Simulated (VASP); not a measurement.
# GaAs (gw) (F-43m) in VASP: further runs

GaAs (gw) is run at these levels: PBE; tasks: single point.

All numbers are computed with VASP 6.6.1; they aren't measurements. Logs are shortened: lines on timing, memory, paths and dates and some standing lists are left out, and cuts for length are marked.

### 1 The cell of the first run

Symmetry: F-43m, No. 216, cubic system. The conventional cell has a = 5.745 Å, b = 5.745 Å, c = 5.745 Å, α = 90.00°, β = 90.00°, γ = 90.00°. Ga (site symmetry -43m) has 4 As at 2.49 Å within 3.3 Å. Within 3.3 Å of As (site symmetry -43m) lie 4 Ga at 2.49 Å.

### 2 Single point, PBE

The input, INCAR:

```
PREC = Accurate ; ENCUT = 500
EDIFF = 1E-6 ; ISMEAR = 0
SIGMA = 0.01 ; LREAL = False
LASPH = True ; NELM = 120
ALGO = Normal ; ISIF = 2
LWAVE = False ; LCHARG = False
GGA = PE ; NBANDS = 16
GGA_COMPAT = False
```

The input, KPOINTS:

```
Automatic mesh
0
Gamma
  4 4 4
```

The input, POSCAR:

```
GaAs
1.0
    0.0000000000      2.8726923284      2.8726923284
    2.8726923284      0.0000000000      2.8726923284
    2.8726923284      2.8726923284      0.0000000000
Ga As
1 1
Direct
    0.0000000000      0.0000000000      0.0000000000
    0.2500000000      0.2500000000      0.2500000000
```

Potentials or basis: VASP PAW PBE potentials, release 64 (Ga_d, As).

Run with:

```console
$ cat potpaw_PBE.64/Ga_d/POTCAR potpaw_PBE.64/As/POTCAR > POTCAR
$ mpirun -np 1 vasp_std > vasp.out
```

OUTCAR:

```text
PREC = Accurate
   ENCUT = 500
   EDIFF = 1E-6
   ISMEAR = 0
   LREAL = False
   LASPH = True
   NELM = 120
   ISIF = 2
   GGA = PE

 ion  position               nearest neighbor table
   1  0.000  0.000  0.000-   2 2.49   2 2.49   2 2.49   2 2.49
   2  0.250  0.250  0.250-   1 2.49   1 2.49   1 2.49   1 2.49

  LATTYP: Found a face centered cubic cell.
 ALAT       =     5.7453846568

  Lattice vectors:

 A1 = (   0.0000000000,   2.8726923284,   2.8726923284)
 A2 = (   2.8726923284,   0.0000000000,   2.8726923284)
 A3 = (   2.8726923284,   2.8726923284,   0.0000000000)

Analysis of symmetry for initial positions (statically):
=====================================================================
 Subroutine PRICEL returns:
 Original cell was already a primitive cell.

 Routine SETGRP: Setting up the symmetry group for a
 face centered cubic supercell.

 Subroutine GETGRP returns: Found 24 space group operations
 (whereof 24 operations were pure point group operations)
 out of a pool of 48 trial point group operations.

The static configuration has the point symmetry T_d .

Analysis of symmetry for dynamics (positions and initial velocities):
=====================================================================
 Subroutine PRICEL returns:
 Original cell was already a primitive cell.

 Routine SETGRP: Setting up the symmetry group for a
 face centered cubic supercell.

 Subroutine GETGRP returns: Found 24 space group operations
 (whereof 24 operations were pure point group operations)
 out of a pool of 48 trial point group operations.

The dynamic configuration has the point symmetry T_d .

 Subroutine INISYM returns: Found 24 space group operations
 (whereof 24 operations are pure point group operations),
 and found     1 'primitive' translations

----------------------------------------------------------------------------------------

                                     Primitive cell

  volume of cell :      47.4130

  direct lattice vectors                    reciprocal lattice vectors
     0.000000000  2.872692328  2.872692328    -0.174052750  0.174052750  0.174052750
     2.872692328  0.000000000  2.872692328     0.174052750 -0.174052750  0.174052750
     2.872692328  2.872692328  0.000000000     0.174052750  0.174052750 -0.174052750

  length of vectors
     4.062600451  4.062600451  4.062600451     0.301468206  0.301468206  0.301468206

  position of ions in fractional coordinates (direct lattice)
     0.000000000  0.000000000  0.000000000
     0.250000000  0.250000000  0.250000000

  ion indices of the primitive-cell ions
   primitive index   ion index
                 1           1
                 2           2

----------------------------------------------------------------------------------------

 KPOINTS: Automatic mesh

Automatic generation of k-mesh.
 Grid dimensions read from file:
 generate k-points for:    4    4    4

 Generating k-lattice:

  Cartesian coordinates                     Fractional coordinates (reciprocal lattice)
    -0.043513188  0.043513188  0.043513188     0.250000000  0.000000000  0.000000000
     0.043513188 -0.043513188  0.043513188     0.000000000  0.250000000  0.000000000
     0.043513188  0.043513188 -0.043513188     0.000000000  0.000000000  0.250000000

  Length of vectors
     0.075367052  0.075367052  0.075367052

  Shift w.r.t. Gamma in fractional coordinates (k-lattice)
     0.000000000  0.000000000  0.000000000

 Subroutine IBZKPT returns following result:
 ===========================================

 Found      8 irreducible k-points:

 Following reciprocal coordinates:
            Coordinates               Weight
  0.000000  0.000000  0.000000      1.000000
  0.250000  0.000000  0.000000      8.000000
  0.500000  0.000000  0.000000      4.000000
  0.250000  0.250000  0.000000      6.000000
  0.500000  0.250000  0.000000     24.000000
 -0.250000  0.250000  0.000000     12.000000
  0.500000  0.500000  0.000000      3.000000
 -0.250000  0.500000  0.250000      6.000000
   k-points           NKPTS =      8   k-points in BZ     NKDIM =      8   number of bands    NBANDS=     16
   number of dos      NEDOS =    301   number of ions     NIONS =      2
   total plane-waves  NPLWV =  27000
   dimension x,y,z NGX =    30 NGY =   30 NGZ =   30
   dimension x,y,z NGXF=    60 NGYF=   60 NGZF=   60
   ions per type =               1   1
   NGX,Y,Z   is equivalent  to a cutoff of  12.28, 12.28, 12.28 a.u.
   NGXF,Y,Z  is equivalent  to a cutoff of  24.55, 24.55, 24.55 a.u.
 SYSTEM =  unknown system
   PREC   = accura    normal or accurate (medium, high low for compatibility)
   ISTART =      0    job   : 0-new  1-cont  2-samecut
   ICHARG =      2    charge: 1-file 2-atom 10-const
   ISPIN  =      1    spin polarized calculation?
   LNONCOLLINEAR =      F non collinear calculations
   LSORBIT =      F    spin-orbit coupling
   LASPH  =      T    aspherical Exc in radial PAW
   ENCUT  =  500.0 eV  36.75 Ry    6.06 a.u.   7.41  7.41  7.41*2*pi/ulx,y,z
   NELM   =    120;   NELMIN=  2; NELMDL= -5     # of ELM steps
   EDIFF  = 0.1E-05   stopping-criterion for ELM
   LREAL  =      F    real-space projection
   EDIFFG = 0.1E-04   stopping-criterion for IOM
   NSW    =      0    number of steps for IOM
   IBRION =     -1    ionic relax: 0-MD 1-quasi-New 2-CG
   NFREE  =      0    steps in history (QN), initial steepest desc. (CG)
   ISIF   =      2    stress and relaxation
   ISYM   =      2    0-nonsym 1-usesym 2-fastsym
   POTIM  = 0.5000    time-step for ionic-motion
   TEBEG  =    0.0;   TEEND  =   0.0 temperature during run
   PSTRESS=    0.0 pullay stress
   NELECT =      18.0000    total number of electrons
   NUPDOWN=      -1.0000    fix difference up-down
   EMIN   =  10.00;   EMAX   =-10.00  energy-range for DOS
   EFERMI =   0.00;   METHOD = LEGACY
   ISMEAR =     0;   SIGMA  =   0.01  broadening in eV -4-tet -1-fermi 0-gaus
   EFERMI_NEDOS =   21; number of points for ismear=-14 and -15
   IALGO  =     38    algorithm
   IMIX   =      4    mixing-type and parameters
     AMIX     =   0.40;   BMIX     =  1.00
     AMIX_MAG =   1.60;   BMIX_MAG =  1.00
  volume/ion in A,a.u.               =      23.71       159.98
  Fermi-wavevector in a.u.,A,eV,Ry     =   1.185404  2.240090 19.118685  1.405184
  Thomas-Fermi vector in A             =   2.321599
   LORBIT       =      0    0 simple, 1 ext, 2 COOP (PROOUT), +10 PAW based schemes
   GGA     = PE    functional components
   LHFCALC =     F    Hartree Fock is set to
   AEXX    =    0.0000 exact exchange contribution
   IVDW    =     0    specifies the selected vdW correction
   LEPSILON=     F    determine dielectric tensor
   LRPA    =     F    only Hartree local field effects (RPA)
 non-spin polarized calculation
 Gauss-broadening in eV      SIGMA  =   0.01
  energy-cutoff  :      500.00
  volume of cell :       47.41
 maximum number of plane-waves:      1243
 NGX is ok and might be reduce to    30
   NGX = 15   NGY = 15   NGZ = 15

 number of electron      17.9999987 magnetization

 Free energy of the ion-electron system (eV)
  ---------------------------------------------------
  ext. energy  EPLUGINS =         0.00000000
  ---------------------------------------------------
  free energy    TOTEN  =        -8.10043448 eV

  energy without entropy =       -8.10043448  energy(sigma->0) =       -8.10043448

 E-fermi :   3.5941     XC(G=0):  -9.3447

 val. band max:        3.5400676759   @ k =   0.0000   0.0000   0.0000
 cond. band min:       3.6892499037   @ k =   0.0000   0.0000   0.0000
 fundamental gap:      0.1491822278
 Fermi energy:         3.5941438850

 k-point     1 :       0.0000    0.0000    0.0000
  band No.  band energies     occupation
      1     -11.2482      2.00000
      2     -11.2482      2.00000
      3     -11.2482      2.00000
      4     -11.1815      2.00000
      5     -11.1815      2.00000
      6      -8.8516      2.00000
[... 8 lines left out ...]
     15      13.5131      0.00000
     16      13.5131      0.00000

 k-point     2 :       0.2500    0.0000    0.0000
  band No.  band energies     occupation
      1     -11.2813      2.00000
      2     -11.2388      2.00000
      3     -11.2388      2.00000
      4     -11.1812      2.00000
      5     -11.1812      2.00000
      6      -8.2075      2.00000
[... 8 lines left out ...]
     15      12.4671      0.00000
     16      12.4671      0.00000

 k-point     3 :       0.5000    0.0000    0.0000
  band No.  band energies     occupation
      1     -11.3108      2.00000
      2     -11.2319      2.00000
      3     -11.2319      2.00000
      4     -11.1782      2.00000
      5     -11.1782      2.00000
      6      -7.2256      2.00000
[... 8 lines left out ...]
     15      15.1490      0.00000
     16      15.1490      0.00000

 k-point     4 :       0.2500    0.2500    0.0000
  band No.  band energies     occupation
      1     -11.2988      2.00000
      2     -11.2281      2.00000
      3     -11.2281      2.00000
      4     -11.1908      2.00000
      5     -11.1761      2.00000
      6      -7.9862      2.00000
[... 8 lines left out ...]
     15      14.4914      0.00000
     16      14.6508      0.00000

 k-point     5 :       0.5000    0.2500    0.0000
  band No.  band energies     occupation
      1     -11.3216      2.00000
      2     -11.2229      2.00000
      3     -11.2186      2.00000
      4     -11.1902      2.00000
      5     -11.1754      2.00000
      6      -6.9522      2.00000
[... 8 lines left out ...]
     15      15.3057      0.00000
     16      15.7474      0.00000

 k-point     6 :      -0.2500    0.2500    0.0000
  band No.  band energies     occupation
      1     -11.3089      2.00000
      2     -11.2287      2.00000
      3     -11.2271      2.00000
      4     -11.1829      2.00000
      5     -11.1810      2.00000
      6      -7.3309      2.00000
[... 8 lines left out ...]
     15      13.6235      0.00000
     16      15.8827      0.00000

 k-point     7 :       0.5000    0.5000    0.0000
  band No.  band energies     occupation
      1     -11.3392      2.00000
      2     -11.2071      2.00000
      3     -11.2071      2.00000
      4     -11.2021      2.00000
      5     -11.1706      2.00000
      6      -6.5407      2.00000
[... 8 lines left out ...]
     15      16.3337      0.00000
     16      16.6302      0.00000

 k-point     8 :      -0.2500    0.5000    0.2500
  band No.  band energies     occupation
      1     -11.3277      2.00000
      2     -11.2224      2.00000
      3     -11.2106      2.00000
      4     -11.1904      2.00000
      5     -11.1778      2.00000
      6      -6.4931      2.00000
[... 8 lines left out ...]
     15      15.3917      0.00000
     16      16.5334      0.00000

------------------------ aborting loop because EDIFF is reached ----------------------------------------

  FORCE on cell =-STRESS in cart. coord.  units (eV):
  Direction    XX          YY          ZZ          XY          YZ          ZX
  --------------------------------------------------------------------------------------
  -------------------------------------------------------------------------------------
  Total        0.0896381      0.0896381      0.0896381      0.0000000      0.0000000     -0.0000000
  in kB        3.0290453      3.0290453      3.0290453      0.0000000      0.0000000     -0.0000000
  external PRESSURE =       3.0290453 kB  Pullay stress =       0.0000000 kB

 VOLUME and BASIS-vectors are now :
 -----------------------------------------------------------------------------
  energy-cutoff  :      500.00
  volume of cell :       47.41
      direct lattice vectors                 reciprocal lattice vectors
     0.000000000  2.872692328  2.872692328    -0.174052750  0.174052750  0.174052750
     2.872692328  0.000000000  2.872692328     0.174052750 -0.174052750  0.174052750
     2.872692328  2.872692328  0.000000000     0.174052750  0.174052750 -0.174052750

 POSITION                                       TOTAL-FORCE (eV/Angst)
 -----------------------------------------------------------------------------------
      0.00000      0.00000      0.00000         0.000000      0.000000      0.000000
      1.43635      1.43635      1.43635        -0.000000     -0.000000     -0.000000
 -----------------------------------------------------------------------------------
    total drift:                                0.000000      0.000000      0.000000

  FREE ENERGIE OF THE ION-ELECTRON SYSTEM (eV)
  ---------------------------------------------------
  free  energy   TOTEN  =        -8.1004344784 eV

  energy  without entropy=       -8.1004344784  energy(sigma->0) =       -8.10043448
```

It took 17 s on 1 thread of Intel Xeon 8259CL, shared host; peak memory 0.16 GiB.

Results:

```
Free energy            : -8.1004 eV
Pressure               : 0.3 GPa
Band gap on the k mesh : 0.15 eV, direct
```

Levels at points of the mesh, in eV from the valence-band top:
```tsv
k point	band 6	band 7	band 8	band 9	band 10	band 11	band 12	band 13
(0.00, 0.00, 0.00)	-12.39	0.00	0.00	0.00	0.15	3.68	3.68	3.68
(0.50, 0.00, 0.00)	-10.77	-6.41	-1.08	-1.08	0.85	4.58	4.58	7.69
(0.50, 0.50, 0.00)	-10.08	-6.63	-2.53	-2.53	1.53	1.66	9.77	9.77
```

Caveat: the k points lie up to 0.47 Å⁻¹ apart.

### 3 Single point, PBE

The input, INCAR:

```
SYSTEM = GaAs
PREC     = Accurate       ! precision mode
ENCUT    = 500            ! plane-wave cutoff, eV
EDIFF    = 1E-6           ! SCF threshold, eV
ISMEAR   = 0              ! smearing method
SIGMA    = 0.01           ! smearing width, eV
LREAL    = .FALSE.        ! projectors in reciprocal space
LASPH    = .TRUE.         ! aspherical terms in the spheres
NELM     = 120            ! most SCF steps
ALGO     = Normal         ! electronic algorithm
ISIF     = 2              ! what is computed and relaxed
LWAVE    = .FALSE.        ! write WAVECAR
LCHARG   = .TRUE.         ! write CHGCAR
GGA      = PE             ! functional
LELF     = .TRUE.         ! ELF
LVHAR    = .TRUE.       
NBANDS   = 16             ! bands
GGA_COMPAT= .FALSE.
```

The input, KPOINTS:

```
regular mesh
0
G
  4 4 4
  0 0 0
```

POSCAR is that of step 2.

Potentials or basis: VASP PAW PBE potentials, release 64 (Ga_d, As).

Run with:

```console
$ cat potpaw_PBE.64/Ga_d/POTCAR potpaw_PBE.64/As/POTCAR > POTCAR
$ mpirun -np 1 vasp_std > vasp.out
```

It took 25 s on 1 thread of Intel Xeon 8259CL, shared host; peak memory 0.16 GiB.

The run converged. Its results:

| Quantity | Value |
| --- | --- |
| Free energy | -8.1004 eV |
| Pressure | 0.3 GPa |
| Band gap on the k mesh | 0.15 eV, direct |

Levels at points of the mesh, in eV from the valence-band top:
```csv
k point,band 7,band 8,band 9,band 10,band 11,band 12
"(0.00, 0.00, 0.00)",0.00,0.00,0.00,0.15,3.68,3.68
"(0.50, 0.00, 0.00)",-6.41,-1.08,-1.08,0.85,4.58,4.58
"(0.50, 0.50, 0.00)",-6.63,-2.53,-2.53,1.53,1.66,9.77
```

Caveat: the k points lie up to 0.47 Å⁻¹ apart.
